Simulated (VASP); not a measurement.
A run of VASP 6.6.1 is set up as follows.

POSCAR

```
Rh2O
1.0
    0.0000000000      2.3506174800      2.3506174800
    2.3506174800      0.0000000000      2.3506174800
    2.3506174800      2.3506174800      0.0000000000
O Rh
1 2
Direct
    0.0000000000      0.0000000000      0.0000000000
    0.2500000000      0.2500000000      0.2500000000
    0.7500000000      0.7500000000      0.7500000000
```

INCAR.step1

```
SYSTEM = Rh2O
PREC = Accurate
ENCUT = 600
ISMEAR = -1
SIGMA = 0.0668
LREAL = .False.
LASPH = .True.
NELM = 100
GGA = PE
ALGO = Normal
EDIFF = 1E-4
LWAVE = .True.
LCHARG = .False.
```

Contents of INCAR.step2:

```
SYSTEM = Rh2O
PREC = Accurate
ENCUT = 600
EDIFF = 1E-7
ISMEAR = -1
SIGMA = 0.0668
LREAL = .False.
LASPH = .True.
NELM = 100
ALGO = Normal
ISIF = 3
LWAVE = .False.
LCHARG = .False.
METAGGA = R2SCAN
LMIXTAU = .True.
IBRION = 2
NSW = 100
EDIFFG = -0.03
ISTART = 1
```

The input KPOINTS:

```
Automatic mesh
0
Gamma
  12 12 12
  0 0 0
```

Potentials or basis: VASP PAW PBE potentials, release 64 (O, Rh_pv).

The run is started by

```bash
$ cat potpaw_PBE.64/O/POTCAR potpaw_PBE.64/Rh_pv/POTCAR > POTCAR
$ cp INCAR.step1 INCAR
$ mpirun -np 1 vasp_std > vasp.out
$ cp INCAR.step2 INCAR
$ mpirun -np 1 vasp_std > vasp.out
```

Problem. Estimate the relaxed volume.

Solution. 12.65 Å³/atom.

Problem. Estimate the band gap on the k mesh.

Solution. Zero (bands 18 and 19 overlap by 0.58 eV).

Problem. What does it give for the space group after relaxing (to 0.1 Å)?

Solution. Fm-3m (No. 225).

Problem. Predict the relaxed cell.

Solution. a = 3.772 Å, b = 3.772 Å, c = 3.772 Å, α = 60.00°, β = 60.00°, γ = 60.00°.

Final structure:
```yaml
crystal:
  lattice:
    - [0.00000, 2.66703, 2.66703]
    - [2.66703, 0.00000, 2.66703]
    - [2.66703, 2.66703, 0.00000]
  atoms:
    - { symbol: O, position: [0.00000, 0.00000, 0.00000] }
    - { symbol: Rh, position: [0.25000, 0.25000, 0.25000] }
    - { symbol: Rh, position: [0.75000, 0.75000, 0.75000] }
```

Caveat: the volume moved by over 15 % at a fixed basis, so the end points are rough; the PAW data sets were made with another functional, which shifts forces and pressure a little.
